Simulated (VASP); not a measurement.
Wanted: the native input for a VASP 6.6.1 run.

| Property | Result |
| --- | --- |
| Task | single point |
| Functional | LDA |
| Potentials or basis | VASP PAW LDA potentials, release 64 (I) |
| Cutoff | 500 eV |
| k mesh | 4 × 4 × 6 |
| Occupations | gaussian, width 0.28 eV |
| Spin | no spin polarisation |
| Dipole correction | no |
| Further INCAR settings | ALGO = Normal; EDIFF = 1e-06; NBANDS = 10 |

The structure of I lies in POSCAR:

```
I
1.0
    2.5383465792     -3.7066249365      0.0000000000
    2.5383465792      3.7066249365      0.0000000000
   -1.6208748370      0.0000000000      2.3810977968
I
1
Direct
    0.5000000000      0.5000000000      0.5000000000
```

These files were run (other wordings do the same):

INCAR

```
  ALGO = Normal
  EDIFF = 1E-6
  ENCUT = 500
  GGA = CA
  GGA_COMPAT = False
  ISIF = 2
  ISMEAR = 0
  LASPH = True
  LCHARG = True
  LELF = True
  LREAL = False
  LVHAR = True
  LWAVE = False
  NBANDS = 10
  NELM = 120
  PREC = Accurate
  SIGMA = 0.28
```

KPOINTS

```
k-points
0
Gamma
  4 4 6
```

Potentials or basis: VASP PAW LDA potentials, release 64 (I).

Command:

```console
$ cat potpaw_LDA.64/I/POTCAR > POTCAR
$ mpirun -np 1 vasp_std > vasp.out
```

It gave:

| Item | Value |
| --- | --- |
| Pressure | -1.3 GPa |

Caveat: the k points lie up to 0.44 Å⁻¹ apart; an odd number of electrons without spin polarisation forces a metal; a magnetic or distorted state may lie lower.

Run time: 18 s on 1 thread of Intel Xeon 8259CL (shared host), peak memory 0.16 GiB.
